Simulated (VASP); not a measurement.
# Si16Ge (a cell with a defect) in VASP: further runs

Runs on Si16Ge (a cell with a defect). Level: PBE+D3(BJ). Tasks: single point, relaxation of the atoms.

All numbers are computed with VASP 6.6.1; they aren't measurements. Logs are shortened: lines on timing, memory, paths and dates and some standing lists are left out, and cuts for length are marked.

## Step 1: The cell of the first run

The cell holds a defect, 17 atoms: a = 7.679 Å, b = 7.679 Å, c = 7.679 Å, α = 60.00°, β = 60.00°, γ = 60.00°.

## Step 2: Single point, PBE+D3(BJ)

File INCAR:

```
  ALGO = Normal
  EDIFF = 1E-6
  ENCUT = 520
  GGA = PE
  ISIF = 2
  ISMEAR = 0
  IVDW = 12
  LASPH = T
  LCHARG = F
  LREAL = Auto
  LWAVE = F
  NBANDS = 53
  NELM = 60
  PREC = Accurate
  SIGMA = 0.05
```

File KPOINTS:

```
k-points
0
Gamma
  2 2 2
```

File POSCAR:

```
Si16Ge
1.0
    0.0000000000      5.4300000000      5.4300000000
    5.4300000000      0.0000000000      5.4300000000
    5.4300000000      5.4300000000      0.0000000000
Si Ge
16 1
Direct
    0.0040918247     -0.0115902685      0.0031213456
    0.1296298859      0.1205308194      0.1287124672
   -0.0018059394      0.0007437494      0.4999266314
    0.1297361288      0.1206877990      0.6196913795
    0.0042481289      0.5037498596      0.0028249257
    0.1255005877      0.6250001086      0.1236808284
    0.0042730397      0.5041748915      0.4871674405
    0.1297605441      0.6295525838      0.6196043643
    0.5008519904      0.0005365221     -0.0024526418
    0.6208714521      0.1205128731      0.1287559017
    0.5009867047      0.0007583984      0.4999474887
    0.6251749238      0.1250278510      0.6245058548
    0.4888767299      0.5037133682      0.0029126763
    0.6209442193      0.6292687326      0.1286049818
    0.5009536394      0.4980553365      0.4998719535
    0.6209139999      0.6295507011      0.6196264291
    0.8755022401      0.3750058744      0.8736716732
```

Potentials or basis: VASP PAW PBE potentials, release 64 (Si, Ge_d).

Started as:

```
> cat potpaw_PBE.64/Si/POTCAR potpaw_PBE.64/Ge_d/POTCAR > POTCAR
> mpirun -np 1 vasp_std > vasp.out
```

OUTCAR:

```text
EDIFF = 1E-6
   ENCUT = 520
   GGA = PE
   ISIF = 2
   ISMEAR = 0
   IVDW = 12
   LASPH = T
   LREAL = Auto
   NELM = 60
   PREC = Accurate
 IVDW          = 12

 ion  position               nearest neighbor table
   1  0.004  0.988  0.003-   6 2.28  10 2.40   2 2.40   4 2.40  17 2.42
   2  0.130  0.121  0.129-   3 2.33   9 2.33   5 2.40   1 2.40  17 2.76
   3  0.998  0.001  0.500-   8 2.33   2 2.33   4 2.33  12 2.34
   4  0.130  0.121  0.620-   3 2.33  11 2.33   1 2.40   7 2.40  17 2.76
   5  0.004  0.504  0.003-   6 2.28   2 2.40   8 2.40  14 2.40  17 2.42
   6  0.126  0.625  0.124-   5 2.28  13 2.28   1 2.28   7 2.28
   7  0.004  0.504  0.487-   6 2.28   8 2.40  16 2.40   4 2.40  17 2.42
   8  0.130  0.630  0.620-   3 2.33  15 2.33   5 2.40   7 2.40  17 2.76
   9  0.501  0.001  0.998-  10 2.33   2 2.33  14 2.33  12 2.34
  10  0.621  0.121  0.129-  11 2.33   9 2.33  13 2.40   1 2.40  17 2.76
  11  0.501  0.001  0.500-  10 2.33  16 2.33   4 2.33  12 2.34
  12  0.625  0.125  0.625-  11 2.34   3 2.34  15 2.34   9 2.34
  13  0.489  0.504  0.003-   6 2.28  10 2.40  16 2.40  14 2.40  17 2.42
  14  0.621  0.629  0.129-   9 2.33  15 2.33   5 2.40  13 2.40  17 2.76
  15  0.501  0.498  0.500-   8 2.33  16 2.33  14 2.33  12 2.34
  16  0.621  0.630  0.620-  15 2.33  11 2.33  13 2.40   7 2.40  17 2.76
  17  0.876  0.375  0.874-   7 2.42   1 2.42  13 2.42   5 2.42   4 2.76  16 2.76   8 2.76  10 2.76
                             2 2.76  14 2.76

  LATTYP: Found a face centered cubic cell.
 ALAT       =    10.8600000000

  Lattice vectors:

 A1 = (   0.0000000000,   5.4300000000,   5.4300000000)
 A2 = (   5.4300000000,   0.0000000000,   5.4300000000)
 A3 = (   5.4300000000,   5.4300000000,   0.0000000000)

Analysis of symmetry for initial positions (statically):
=====================================================================
 Subroutine PRICEL returns:
 Original cell was already a primitive cell.

 Routine SETGRP: Setting up the symmetry group for a
 face centered cubic supercell.

 Subroutine GETGRP returns: Found  1 space group operations
 (whereof  1 operations were pure point group operations)
 out of a pool of 48 trial point group operations.

The static configuration has the point symmetry C_1 .

Analysis of symmetry for dynamics (positions and initial velocities):
=====================================================================
 Subroutine PRICEL returns:
 Original cell was already a primitive cell.

 Routine SETGRP: Setting up the symmetry group for a
 face centered cubic supercell.

 Subroutine GETGRP returns: Found  1 space group operations
 (whereof  1 operations were pure point group operations)
 out of a pool of 48 trial point group operations.

The dynamic configuration has the point symmetry C_1 .

 Subroutine INISYM returns: Found  1 space group operations
 (whereof  1 operations are pure point group operations),
 and found     1 'primitive' translations

----------------------------------------------------------------------------------------

                                     Primitive cell

  volume of cell :     320.2060

  direct lattice vectors                    reciprocal lattice vectors
     0.000000000  5.430000000  5.430000000    -0.092081031  0.092081031  0.092081031
     5.430000000  0.000000000  5.430000000     0.092081031 -0.092081031  0.092081031
     5.430000000  5.430000000  0.000000000     0.092081031  0.092081031 -0.092081031

  length of vectors
     7.679179644  7.679179644  7.679179644     0.159489025  0.159489025  0.159489025

  position of ions in fractional coordinates (direct lattice)
     0.004091825  0.988409731  0.003121346
     0.129629886  0.120530819  0.128712467
     0.998194061  0.000743749  0.499926631
     0.129736129  0.120687799  0.619691379
     0.004248129  0.503749860  0.002824926
     0.125500588  0.625000109  0.123680828
[... 9 lines left out ...]
     0.620914000  0.629550701  0.619626429
     0.875502240  0.375005874  0.873671673

  ion indices of the primitive-cell ions
   primitive index   ion index
                 1           1
                 2           2
                 3           3
                 4           4
                 5           5
                 6           6
[... 9 lines left out ...]
                16          16
                17          17

----------------------------------------------------------------------------------------

 KPOINTS: k-points

Automatic generation of k-mesh.
 Grid dimensions read from file:
 generate k-points for:    2    2    2

 Generating k-lattice:

  Cartesian coordinates                     Fractional coordinates (reciprocal lattice)
    -0.046040516  0.046040516  0.046040516     0.500000000  0.000000000  0.000000000
     0.046040516 -0.046040516  0.046040516     0.000000000  0.500000000  0.000000000
     0.046040516  0.046040516 -0.046040516     0.000000000  0.000000000  0.500000000

  Length of vectors
     0.079744512  0.079744512  0.079744512

  Shift w.r.t. Gamma in fractional coordinates (k-lattice)
     0.000000000  0.000000000  0.000000000

 Subroutine IBZKPT returns following result:
 ===========================================

 Found      8 irreducible k-points:

 Following reciprocal coordinates:
            Coordinates               Weight
  0.000000  0.000000  0.000000      1.000000
  0.500000  0.000000  0.000000      1.000000
  0.000000  0.500000  0.000000      1.000000
  0.000000  0.000000  0.500000      1.000000
  0.500000  0.500000  0.500000      1.000000
  0.500000  0.500000  0.000000      1.000000
  0.000000  0.500000  0.500000      1.000000
  0.500000  0.000000  0.500000      1.000000
   k-points           NKPTS =      8   k-points in BZ     NKDIM =      8   number of bands    NBANDS=     53
   number of dos      NEDOS =    301   number of ions     NIONS =     17
   total plane-waves  NPLWV = 216000
   dimension x,y,z NGX =    60 NGY =   60 NGZ =   60
   dimension x,y,z NGXF=   120 NGYF=  120 NGZF=  120
   ions per type =              16   1
   NGX,Y,Z   is equivalent  to a cutoff of  12.99, 12.99, 12.99 a.u.
   NGXF,Y,Z  is equivalent  to a cutoff of  25.98, 25.98, 25.98 a.u.
 SYSTEM =  unknown system
   PREC   = accura    normal or accurate (medium, high low for compatibility)
   ISTART =      0    job   : 0-new  1-cont  2-samecut
   ICHARG =      2    charge: 1-file 2-atom 10-const
   ISPIN  =      1    spin polarized calculation?
   LNONCOLLINEAR =      F non collinear calculations
   LSORBIT =      F    spin-orbit coupling
   LASPH  =      T    aspherical Exc in radial PAW
   ENCUT  =  520.0 eV  38.22 Ry    6.18 a.u.  14.28 14.28 14.28*2*pi/ulx,y,z
   NELM   =     60;   NELMIN=  2; NELMDL= -5     # of ELM steps
   EDIFF  = 0.1E-05   stopping-criterion for ELM
   LREAL  =      T    real-space projection
   EDIFFG = 0.1E-04   stopping-criterion for IOM
   NSW    =      0    number of steps for IOM
   IBRION =     -1    ionic relax: 0-MD 1-quasi-New 2-CG
   NFREE  =      0    steps in history (QN), initial steepest desc. (CG)
   ISIF   =      2    stress and relaxation
   ISYM   =      2    0-nonsym 1-usesym 2-fastsym
   POTIM  = 0.5000    time-step for ionic-motion
   TEBEG  =    0.0;   TEEND  =   0.0 temperature during run
   PSTRESS=    0.0 pullay stress
   NELECT =      78.0000    total number of electrons
   NUPDOWN=      -1.0000    fix difference up-down
   EMIN   =  10.00;   EMAX   =-10.00  energy-range for DOS
   EFERMI =   0.00;   METHOD = LEGACY
   ISMEAR =     0;   SIGMA  =   0.05  broadening in eV -4-tet -1-fermi 0-gaus
   EFERMI_NEDOS =   21; number of points for ismear=-14 and -15
   IALGO  =     38    algorithm
   IMIX   =      4    mixing-type and parameters
     AMIX     =   0.40;   BMIX     =  1.00
     AMIX_MAG =   1.60;   BMIX_MAG =  1.00
  volume/ion in A,a.u.               =      18.84       127.11
  Fermi-wavevector in a.u.,A,eV,Ry     =   1.022421  1.932096 14.222785  1.045345
  Thomas-Fermi vector in A             =   2.156100
   LORBIT       =      0    0 simple, 1 ext, 2 COOP (PROOUT), +10 PAW based schemes
   GGA     = PE    functional components
   LHFCALC =     F    Hartree Fock is set to
   AEXX    =    0.0000 exact exchange contribution
   IVDW    =    12    specifies the selected vdW correction
   LEPSILON=     F    determine dielectric tensor
   LRPA    =     F    only Hartree local field effects (RPA)
 non-spin polarized calculation
 Gauss-broadening in eV      SIGMA  =   0.05
  energy-cutoff  :      520.00
  volume of cell :      320.21
 maximum number of plane-waves:      8646
 NGX is ok and might be reduce to    60
   NGX = 29   NGY = 29   NGZ = 29

 number of electron      77.9999998 magnetization

 Free energy of the ion-electron system (eV)
  ---------------------------------------------------
  ext. energy  EPLUGINS =         0.00000000
  ---------------------------------------------------
  free energy    TOTEN  =       -86.69689489 eV

  energy without entropy =      -86.68631740  energy(sigma->0) =      -86.69160615

 E-fermi :   6.9406     XC(G=0):  -9.7494

 val. band max:        6.6802147348   @ k =   0.0000   0.0000   0.0000
 cond. band min:       6.9494128016   @ k =   0.0000   0.0000   0.0000
 fundamental gap:      0.2691980668
 Fermi energy:         6.9405700470

 k-point     1 :       0.0000    0.0000    0.0000
  band No.  band energies     occupation
      1     -18.2532      2.00000
      2     -18.2531      2.00000
      3     -18.2530      2.00000
      4     -18.2395      2.00000
      5     -18.2392      2.00000
      6      -6.5245      2.00000
[... 43 lines left out ...]
     50       8.1119      0.00000
     51       9.0775      0.00000

 k-point     2 :       0.5000    0.0000    0.0000
  band No.  band energies     occupation
      1     -18.2532      2.00000
      2     -18.2531      2.00000
      3     -18.2530      2.00000
      4     -18.2395      2.00000
      5     -18.2392      2.00000
      6      -6.1925      2.00000
[... 316 lines left out ...]
 k-point     8 :       0.5000    0.0000    0.5000
  band No.  band energies     occupation
      1     -18.2532      2.00000
      2     -18.2531      2.00000
      3     -18.2530      2.00000
      4     -18.2395      2.00000
      5     -18.2392      2.00000
      6      -6.0864      2.00000
[... 43 lines left out ...]
     50      10.3298      0.00000
     51      10.3313      0.00000
 [bands above 51 left out]

------------------------ aborting loop because EDIFF is reached ----------------------------------------

 Edisp (eV)   -5.66653

 E8    (eV) :    -2.3554

  FORCE on cell =-STRESS in cart. coord.  units (eV):
  Direction    XX          YY          ZZ          XY          YZ          ZX
  --------------------------------------------------------------------------------------
  -------------------------------------------------------------------------------------
  Total       7.40488     7.42570     7.43337    -0.00128     0.00470     0.00204
  in kB      37.05091    37.15510    37.19350    -0.00642     0.02350     0.01018
  external pressure =       37.13 kB  Pullay stress =        0.00 kB

 VOLUME and BASIS-vectors are now :
 -----------------------------------------------------------------------------
  energy-cutoff  :      520.00
  volume of cell :      320.21
      direct lattice vectors                 reciprocal lattice vectors
     0.000000000  5.430000000  5.430000000    -0.092081031  0.092081031  0.092081031
     5.430000000  0.000000000  5.430000000     0.092081031 -0.092081031  0.092081031
     5.430000000  5.430000000  0.000000000     0.092081031  0.092081031 -0.092081031

 POSITION                                       TOTAL-FORCE (eV/Angst)
 -----------------------------------------------------------------------------------
      5.38401      0.03917      5.38928        -0.000330     -0.000953      0.000770
      1.35339      1.40280      1.35837        -0.002616     -0.002364      0.000736
      2.71864      8.13480      5.42423         0.005194     -0.005108     -0.004606
      4.02026      4.06939      1.35980         0.000373     -0.000935      0.001011
      2.75070      0.03841      2.75843         0.000633     -0.000897     -0.002185
      4.06534      1.35306      4.07522         0.009785      0.006045     -0.004087
[... 9 lines left out ...]
      6.78303      6.73613      6.79002        -0.001515      0.000779      0.001337
      6.78032      9.49801      6.79026         0.002740      0.001900     -0.001389
 -----------------------------------------------------------------------------------
    total drift:                                0.001599      0.000104      0.001491

  FREE ENERGIE OF THE ION-ELECTRON SYSTEM (eV)
  ---------------------------------------------------
  free  energy   TOTEN  =       -92.3634217217 eV

  energy  without entropy=      -92.3528442322  energy(sigma->0) =      -92.35813298
```

Run time: 2.3 min. Hardware: 1 thread of Intel Xeon 6975P-C (Granite Rapids), shared host; peak memory 0.48 GiB.

Results:

```
Free energy                : -92.3634 eV
Pressure                   : 3.7 GPa
Largest force              : 0.012 eV/Å
Band gap on the k mesh     : zero (bands 39 and 40 overlap by 0.31 eV)
Dispersion energy per atom : -0.333 eV
```

Forces in eV/Å, atoms in the order of the input:
```
Si   0.000 -0.001  0.001
Si  -0.003 -0.002  0.001
Si   0.005 -0.005 -0.005
Si   0.000 -0.001  0.001
Si   0.001 -0.001 -0.002
Si   0.010  0.006 -0.004
Si  -0.001 -0.001  0.000
Si  -0.001 -0.001 -0.001
Si  -0.007 -0.006  0.006
Si  -0.002 -0.002  0.002
Si   0.005  0.004  0.004
Si   0.001  0.001 -0.001
Si   0.001  0.002  0.001
Si  -0.003 -0.001  0.001
Si  -0.006  0.005 -0.005
Si  -0.002  0.001  0.001
Ge   0.003  0.002 -0.001
```

Caveat: the k points lie up to 0.50 Å⁻¹ apart.

(Continued in part 2 of 2.)
